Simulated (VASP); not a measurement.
Write the native input for VASP 6.6.1 that does the following.

- Task: single point
- Functional: PBE
- Potentials or basis: VASP PAW PBE potentials, release 64 (Ca_sv, O)
- Cutoff: 520 eV
- k mesh: 8 × 8 × 8
- Occupations: gaussian, width 0.05 eV
- Spin: no spin polarisation
- Dipole correction: no
- Further INCAR settings: ALGO = Normal; EDIFF = 1e-06; NBANDS = 15

The structure of CaO lies in POSCAR:

```
CaO
1.0
    0.0000000000      2.2530800000      2.3510400000
    2.2530800000      0.0000000000      2.3510400000
    2.2530800000      2.2530800000      0.0000000000
Ca O
1 1
Direct
    0.0000000000      0.0000000000      0.0000000000
    0.5000000000      0.5000000000      0.5000000000
```

This cell differs from its parent crystal: strain -0.080 along x and y, -0.040 along z.

The input as run:

INCAR

```
  PREC = Accurate
  ENCUT = 520
  EDIFF = 1E-6
  ISMEAR = 0
  SIGMA = 0.05
  LREAL = False
  LASPH = True
  NELM = 60
  ALGO = Normal
  ISIF = 2
  LWAVE = False
  LCHARG = False
  GGA = PE
  NBANDS = 15
```

KPOINTS

```
Automatic mesh
0
Gamma
  8 8 8
```

Potentials or basis: VASP PAW PBE potentials, release 64 (Ca_sv, O).

Run with:

```sh
$ cat potpaw_PBE.64/Ca_sv/POTCAR potpaw_PBE.64/O/POTCAR > POTCAR
$ mpirun -np 1 vasp_std > vasp.out
```

Results of the run:

```json
{
  "Pressure": "27.0 GPa",
  "Band gap on the k mesh": "3.43 eV, indirect (least direct gap 3.76 eV)"
}
```

Caveat: the cell differs from its parent crystal (strain -0.080 along x and y, -0.040 along z).

It took 9.2 s on 1 thread of Intel(R) Xeon(R) Platinum 8488C (Sapphire Rapids), with other jobs on the host, peak memory 0.15 GiB.
